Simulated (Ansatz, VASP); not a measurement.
# Two plane-wave programs on Mg

INCAR

```
SYSTEM = Mg
PREC = Accurate
ENCUT = 520
EDIFF = 1E-8
ISMEAR = -1
SIGMA = 0.03
LREAL = .FALSE.
LASPH = .TRUE.
NELM = 100
ALGO = Normal
ISIF = 2
LWAVE = .FALSE.
LCHARG = .FALSE.
LEFG = .TRUE.
NBANDS = 7
```

File KPOINTS:

```
regular mesh
0
G
  16 16 16
  0 0 0
```

File POSCAR:

```
Mg
1.0
    0.0000000000      2.2882721944      2.2882721944
    2.2882721944      0.0000000000      2.2882721944
    2.2882721944      2.2882721944      0.0000000000
Mg
1
Direct
    0.0000000000      0.0000000000      0.0000000000
```

Input for Ansatz:

```yaml
crystal:
  lattice:
    - [0.0, 2.2882721944, 2.2882721944]
    - [2.2882721944, 0.0, 2.2882721944]
    - [2.2882721944, 2.2882721944, 0.0]
  atoms:
    - { symbol: Mg, position: [0.0, 0.0, 0.0] }
kpoints:
  mp_grid: { grid: [16, 16, 16] }
scf:
  occupations: { method: fermi_dirac, width: 0.03 }
hamiltonian:
  xc: lda
  pseudopotentials: { kind: paw }
output:
  forces: true
  stress: true
  eigenvalues: true
  efg: { contact_densities: true }
```

Change from the starting cell: volume scaled by 1.06, PAW files.

Alike in both runs: task electric field gradients; functional LDA; k mesh 16 × 16 × 16; occupations fermi-dirac, width 0.03 eV; no spin polarisation.

|  | VASP | Ansatz |
| --- | --- | --- |
| version | VASP 6.6.1 | Ansatz 0.2.0 |
| potentials or method | VASP PAW LDA potentials, release 64 (Mg) | PAW with Ansatz's default frozen-core files, scalar-relativistic |
| plane-wave cutoff (eV) | 520 | 420 |
| valence electrons in the cell | 2 | 10 |

Ansatz gave:

* pressure (GPa): -3.1

**Question.** Estimate VASP's values.

**Answer.** Pressure (GPa): -3.4.

LDA's correlation is that of Perdew and Zunger in VASP and of Perdew and Wang (1992) in Ansatz. VASP's potentials hold 2 valence electrons a cell and Ansatz's 10, so a difference there can come from the potentials and not from the codes.
